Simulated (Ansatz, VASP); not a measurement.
GaAs: VASP beside Ansatz

```
Ga As
1.0
     2.95563    0.00000    0.00000
    -1.47781    2.55965    0.00000
     0.00000    0.00000    5.12411
Ga As
1 1
Cartesian
  0.0000 0.0000 2.5621
  0.0000 0.0000 0.0000
```

Alike in both runs: task relaxation of cell and atoms; functional PBE; k mesh 24 × 24 × 12; occupations gaussian, width 0.1 eV; no spin polarisation.

|  | VASP | Ansatz |
| --- | --- | --- |
| version | VASP 6.6.1 | Ansatz 0.2.0 |
| potentials or method | VASP PAW PBE potentials, release 64 (Ga_d, As), cutoff 600 eV | scalar-relativistic, plane waves, PAW |
| valence electrons in the cell | 18 | 28 |

|  | VASP | Ansatz | Ansatz less VASP |
| --- | --- | --- | --- |
| gap on the k mesh at the Fermi level, each at its own relaxed structure (eV) | none | none | - |
| relaxed volume (Å³/atom) | 19.22 | 19.18 | -0.037 |
| relaxed length of the cell vector where the two differ most in proportion (Å) | 5.424 | 5.417 | -0.0066 |

A gap of «none» marks a metal or a gap that the smearing closes. VASP's potentials hold 18 valence electrons a cell and Ansatz's 28, so a difference there can come from the potentials and not from the codes.
